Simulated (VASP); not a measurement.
# CaV4Pd3O12 (Im-3) in VASP: notebook, part 2 of 2

VASP 6.6.1. The steps go on from the part before.

## (3) Electric field gradients, r2SCAN, collinear spin, ferromagnetic start

File POSCAR:

```
CaV4Pd3O12
1.0
   -3.7015850000      3.7015850000      3.7015850000
    3.7015850000     -3.7015850000      3.7015850000
    3.7015850000      3.7015850000     -3.7015850000
Ca V Pd O
1 4 3 12
Direct
    0.0000000000      0.0000000000      0.0000000000
    0.5000000000      0.5000000000      0.5000000000
    0.0000000000      0.0000000000      0.5000000000
    0.5000000000      0.0000000000      0.0000000000
    0.0000000000      0.5000000000      0.0000000000
    0.0000000000      0.5000000000      0.5000000000
    0.5000000000      0.0000000000      0.5000000000
    0.5000000000      0.5000000000      0.0000000000
    0.4774589671      0.1841984740      0.2932604931
    0.8909379808      0.1841984740      0.7067395069
    0.5225410329      0.8158015260      0.7067395069
    0.1090620192      0.8158015260      0.2932604931
    0.2932604931      0.4774589671      0.1841984740
    0.7067395069      0.8909379808      0.1841984740
    0.7067395069      0.5225410329      0.8158015260
    0.2932604931      0.1090620192      0.8158015260
    0.1841984740      0.2932604931      0.4774589671
    0.1841984740      0.7067395069      0.8909379808
    0.8158015260      0.7067395069      0.5225410329
    0.8158015260      0.2932604931      0.1090620192
```

File INCAR.step1:

```
SYSTEM = CaV4Pd3O12
PREC = Accurate
ENCUT = 520
ISMEAR = -1
SIGMA = 0.05
LREAL = Auto
LASPH = .TRUE.
NELM = 150
ISPIN = 2
MAGMOM = 0 1 1 1 1 0 0 0 0 0 0 0 0 0 0 0 0 0 0 0
LMAXMIX = 4
NBANDS = 102
GGA = PE
ALGO = Normal
EDIFF = 1E-4
LWAVE = .TRUE.
LCHARG = .FALSE.
KPAR = 4
```

File INCAR.step2:

```
SYSTEM = CaV4Pd3O12
PREC = Accurate
ENCUT = 520
EDIFF = 1E-8
ISMEAR = -1
SIGMA = 0.05
LREAL = Auto
LASPH = .TRUE.
NELM = 150
ALGO = Normal
ISIF = 2
LWAVE = .FALSE.
LCHARG = .FALSE.
ISPIN = 2
MAGMOM = 0 1 1 1 1 0 0 0 0 0 0 0 0 0 0 0 0 0 0 0
LORBIT = 11
LMAXMIX = 4
METAGGA = R2SCAN
LMIXTAU = .TRUE.
LEFG = .TRUE.
NBANDS = 102
ISTART = 1
KPAR = 4
```

File KPOINTS:

```
Automatic mesh
0
G
  7 7 7
  0 0 0
```

Potentials or basis: VASP PAW PBE potentials, release 64 (Ca_sv, V_sv, Pd, O).

Run with:

```console
$ cat potpaw_PBE.64/Ca_sv/POTCAR potpaw_PBE.64/V_sv/POTCAR potpaw_PBE.64/Pd/POTCAR potpaw_PBE.64/O/POTCAR > POTCAR
$ cp INCAR.step1 INCAR
$ mpirun -np 4 vasp_std > vasp.out
$ cp INCAR.step2 INCAR
$ mpirun -np 4 vasp_std > vasp.out
```

OUTCAR:

```text
SYSTEM = CaV4Pd3O12
   PREC = Accurate
   ENCUT = 520
   EDIFF = 1E-8
   ISMEAR = -1
   LREAL = Auto
   LASPH = .TRUE.
   NELM = 150
   ISIF = 2
   ISPIN = 2
   LORBIT = 11
   METAGGA = R2SCAN
   ISTART = 1

 ion  position               nearest neighbor table
   1  0.000  0.000  0.000-   9 2.56  11 2.56  13 2.56  15 2.56  17 2.56  19 2.56  12 2.56  16 2.56
                            10 2.56  18 2.56  14 2.56  20 2.56
   2  0.500  0.500  0.500-   9 1.94  11 1.94  13 1.94  15 1.94  17 1.94  19 1.94
   3  0.000  0.000  0.500-  14 1.94  16 1.94  17 1.94  19 1.94  10 1.94  12 1.94
   4  0.500  0.000  0.000-  18 1.94  20 1.94   9 1.94  11 1.94  14 1.94  16 1.94
   5  0.000  0.500  0.000-  10 1.94  12 1.94  13 1.94  15 1.94  18 1.94  20 1.94
   6  0.000  0.500  0.500-  18 2.05  20 2.05  19 2.05  17 2.05
   7  0.500  0.000  0.500-  10 2.05  12 2.05  11 2.05   9 2.05
   8  0.500  0.500  0.000-  14 2.05  16 2.05  15 2.05  13 2.05
   9  0.477  0.184  0.293-   4 1.94   2 1.94   7 2.05   1 2.56
  10  0.891  0.184  0.707-   5 1.94   3 1.94   7 2.05   1 2.56
  11  0.523  0.816  0.707-   4 1.94   2 1.94   7 2.05   1 2.56
  12  0.109  0.816  0.293-   5 1.94   3 1.94   7 2.05   1 2.56
  13  0.293  0.477  0.184-   5 1.94   2 1.94   8 2.05   1 2.56
  14  0.707  0.891  0.184-   3 1.94   4 1.94   8 2.05   1 2.56
  15  0.707  0.523  0.816-   5 1.94   2 1.94   8 2.05   1 2.56
  16  0.293  0.109  0.816-   3 1.94   4 1.94   8 2.05   1 2.56
  17  0.184  0.293  0.477-   3 1.94   2 1.94   6 2.05   1 2.56
  18  0.184  0.707  0.891-   4 1.94   5 1.94   6 2.05   1 2.56
  19  0.816  0.707  0.523-   3 1.94   2 1.94   6 2.05   1 2.56
  20  0.816  0.293  0.109-   4 1.94   5 1.94   6 2.05   1 2.56

  LATTYP: Found a body centered cubic cell.
 ALAT       =     7.4031700000

  Lattice vectors:

 A1 = (  -3.7015850000,   3.7015850000,   3.7015850000)
 A2 = (   3.7015850000,  -3.7015850000,   3.7015850000)
 A3 = (   3.7015850000,   3.7015850000,  -3.7015850000)

Analysis of symmetry for initial positions (statically):
=====================================================================
 Subroutine PRICEL returns:
 Original cell was already a primitive cell.

 Routine SETGRP: Setting up the symmetry group for a
 body centered cubic supercell.

 Subroutine GETGRP returns: Found 24 space group operations
 (whereof 24 operations were pure point group operations)
 out of a pool of 48 trial point group operations.

The static configuration has the point symmetry T_h .

Analysis of symmetry for dynamics (positions and initial velocities):
=====================================================================
 Subroutine PRICEL returns:
 Original cell was already a primitive cell.

 Routine SETGRP: Setting up the symmetry group for a
 body centered cubic supercell.

 Subroutine GETGRP returns: Found 24 space group operations
 (whereof 24 operations were pure point group operations)
 out of a pool of 48 trial point group operations.

The dynamic configuration has the point symmetry T_h .

Analysis of structural, dynamic, and magnetic symmetry:
[... 4865 lines left out ...]

  FORCE on cell =-STRESS in cart. coord.  units (eV):
  Direction    XX          YY          ZZ          XY          YZ          ZX
  --------------------------------------------------------------------------------------
  -------------------------------------------------------------------------------------
  Total       -2.5427419     -2.5427419     -2.5427419     -0.0000000      0.0000000      0.0000000
  in kB      -20.0812014    -20.0812014    -20.0812014     -0.0000000      0.0000000      0.0000000
  external PRESSURE =     -20.0812014 kB  Pullay stress =       0.0000000 kB

 VOLUME and BASIS-vectors are now :
 -----------------------------------------------------------------------------
  energy-cutoff  :      520.00
  volume of cell :      202.87
      direct lattice vectors                 reciprocal lattice vectors
    -3.701585000  3.701585000  3.701585000     0.000000000  0.135077271  0.135077271
     3.701585000 -3.701585000  3.701585000     0.135077271  0.000000000  0.135077271
     3.701585000  3.701585000 -3.701585000     0.135077271  0.135077271  0.000000000

 POSITION                                       TOTAL-FORCE (eV/Angst)
 -----------------------------------------------------------------------------------
      0.00000      0.00000      0.00000         0.000000      0.000000      0.000000
      1.85079      1.85079      1.85079         0.000000      0.000000      0.000000
      1.85079      1.85079     -1.85079         0.000000      0.000000      0.000000
     -1.85079      1.85079      1.85079         0.000000      0.000000      0.000000
      1.85079     -1.85079      1.85079         0.000000      0.000000      0.000000
      3.70159      0.00000      0.00000         0.000000      0.000000      0.000000
[... 12 lines left out ...]
      1.53053      2.33793      3.70158         0.124123     -0.186861     -0.000000
     -1.53053      2.33793      3.70158        -0.124123     -0.186861     -0.000000
 -----------------------------------------------------------------------------------
    total drift:                                0.000000      0.000000     -0.000000

  FREE ENERGIE OF THE ION-ELECTRON SYSTEM (eV)
  ---------------------------------------------------
  free  energy   TOTEN  =      -244.6869126153 eV

  energy  without entropy=     -244.6000179031  energy(sigma->0) =     -244.64346526

 Electric field gradients (V/A^2)
---------------------------------------------------------------------
 ion       V_xx      V_yy      V_zz      V_xy      V_xz      V_yz
---------------------------------------------------------------------
   1       0.000     0.000     0.000     0.000     0.000     0.000
   2      -0.000    -0.000     0.000    -0.569    -0.569    -0.569
   3      -0.000    -0.000     0.000    -0.569     0.570     0.569
   4       0.000    -0.000    -0.000     0.570     0.569    -0.569
   5      -0.000     0.000    -0.000     0.569    -0.569     0.570
   6      82.881    70.104  -152.985     0.000     0.001     0.001
[... 12 lines left out ...]
  19       2.645    -8.433     5.788   -47.619    -0.003    -0.002
  20       2.645    -8.432     5.787    47.616    -0.001    -0.001
---------------------------------------------------------------------

 Electric field gradients after diagonalization (V/A^2)
 (convention: |V_zz| > |V_xx| > |V_yy|)
----------------------------------------------------------------------
 ion       V_xx      V_yy      V_zz     asymmetry (V_yy - V_xx)/ V_zz
----------------------------------------------------------------------
   1      -0.000    -0.000     0.001       0.000
   2       0.569     0.569    -1.138       0.000
   3       0.570     0.569    -1.139       0.000
   4       0.570     0.569    -1.139       0.000
   5       0.570     0.569    -1.139       0.000
   6      82.881    70.104  -152.985       0.084
[... 12 lines left out ...]
  19      45.046     5.788   -50.834       0.772
  20      45.044     5.787   -50.831       0.772
----------------------------------------------------------------------

           NMR quadrupolar parameters

 Cq : quadrupolar parameter    Cq=e*Q*V_zz/h
 eta: asymmetry parameters     (V_yy - V_xx)/ V_zz
 Q  : nuclear electric quadrupole moment in mb (millibarn)
----------------------------------------------------------------------
 ion       Cq(MHz)       eta       Q (mb)
----------------------------------------------------------------------
   1       0.000       0.000       1.000
   2      -0.003       0.000       1.000
   3      -0.003       0.000       1.000
   4      -0.003       0.000       1.000
   5      -0.003       0.000       1.000
   6      -0.370       0.084       1.000
[... 12 lines left out ...]
  19      -0.123       0.772       1.000
  20      -0.123       0.772       1.000
----------------------------------------------------------------------

 total charge

# of ion       s       p       d       tot
------------------------------------------
    1        2.019   5.866   0.241   8.126
    2        2.267   6.316   2.826  11.410
    3        2.267   6.316   2.826  11.410
    4        2.267   6.316   2.826  11.410
    5        2.267   6.316   2.826  11.410
    6        0.457   0.491   8.485   9.433
[... 12 lines left out ...]
   19        1.574   3.479   0.000   5.053
   20        1.574   3.479   0.000   5.053
--------------------------------------------------
tot         31.343  74.357  37.001 142.701

 magnetization (x)

# of ion       s       p       d       tot
------------------------------------------
    1        0.000  -0.000   0.000   0.000
    2        0.000   0.000  -0.000  -0.000
    3        0.000   0.000  -0.000  -0.000
    4        0.000   0.000  -0.000  -0.000
    5        0.000   0.000  -0.000  -0.000
    6       -0.000   0.000  -0.000  -0.000
[... 12 lines left out ...]
   19       -0.000  -0.000   0.000  -0.000
   20       -0.000  -0.000   0.000  -0.000
--------------------------------------------------
tot         -0.000  -0.000  -0.000  -0.000
```

Run time: 22 min. Hardware: 4 MPI ranks of Intel Xeon Platinum 8559C (Emerald Rapids), shared host; peak memory 0.88 GiB.

Results:

* Free energy: -244.6869 eV
* Pressure: -2.0 GPa
* Largest force: 0.224 eV/Å
* Band gap on the k mesh: zero (filled and empty bands overlap)
* Net moment: 0.00 μB per cell
* Largest electric field gradient by atom: Ca +0.0; V -1.1; Pd -153.0; O -50.8 V/Å²
* Valence electrons inside the program's atomic spheres: Ca 8.13; V 11.41; Pd 9.43; O 5.05

Forces on the atoms (eV/Å):
```
Ca   0.000  0.000  0.000
V    0.000  0.000  0.000
V    0.000  0.000  0.000
V    0.000  0.000  0.000
V    0.000  0.000  0.000
Pd   0.000  0.000  0.000
Pd   0.000  0.000  0.000
Pd   0.000  0.000  0.000
O    0.000 -0.124  0.187
O    0.000  0.124  0.187
O    0.000  0.124 -0.187
O    0.000 -0.124 -0.187
O    0.187  0.000 -0.124
O    0.187  0.000  0.124
O   -0.187  0.000  0.124
O   -0.187  0.000 -0.124
O   -0.124  0.187  0.000
O    0.124  0.187  0.000
O    0.124 -0.187  0.000
O   -0.124 -0.187  0.000
```

Levels at points of the mesh, in eV from the Fermi level:
Spin up:
| k point | band 80 | band 81 | band 82 | band 83 | band 84 | band 85 |
| --- | --- | --- | --- | --- | --- | --- |
| (0.00, 0.00, 0.00) | -0.44 | -0.31 | -0.31 | -0.31 | -0.20 | -0.20 |
Spin down:
| k point | band 79 | band 80 | band 81 | band 82 | band 83 | band 84 | band 85 | band 86 |
| --- | --- | --- | --- | --- | --- | --- | --- | --- |
| (0.00, 0.00, 0.00) | -0.55 | -0.44 | -0.31 | -0.31 | -0.31 | -0.20 | -0.20 | -0.20 |

Electric field gradients, principal values (V/Å²):
```csv
atom,least,middle,greatest (by size)
1 Ca,0.000,0.000,0.001
2 V,0.569,0.569,-1.138
3 V,0.569,0.570,-1.139
4 V,0.569,0.570,-1.139
5 V,0.569,0.570,-1.139
6 Pd,70.104,82.881,-152.985
7 Pd,70.104,82.881,-152.985
8 Pd,70.104,82.881,-152.985
9 O,5.788,45.046,-50.834
10 O,5.787,45.044,-50.831
11 O,5.788,45.046,-50.834
12 O,5.787,45.044,-50.831
13 O,5.788,45.046,-50.834
14 O,5.787,45.044,-50.831
15 O,5.788,45.046,-50.834
16 O,5.787,45.044,-50.831
17 O,5.788,45.046,-50.834
18 O,5.787,45.044,-50.831
19 O,5.788,45.046,-50.834
20 O,5.787,45.044,-50.831
```

Caveat: the moments typed at the start vanished in this run; without QUAD_EFG the Cq values of the log hold for a quadrupole moment of 1 mb, not for the nuclei; the PAW data sets were made with another functional, which shifts forces and pressure a little; semilocal functionals often make such compounds metallic where correlation or magnetic order opens a gap, which also shifts bond lengths. With open d or f shells a metallic result of r2SCAN can be an artefact of self-interaction; +U or a hybrid may open a gap.
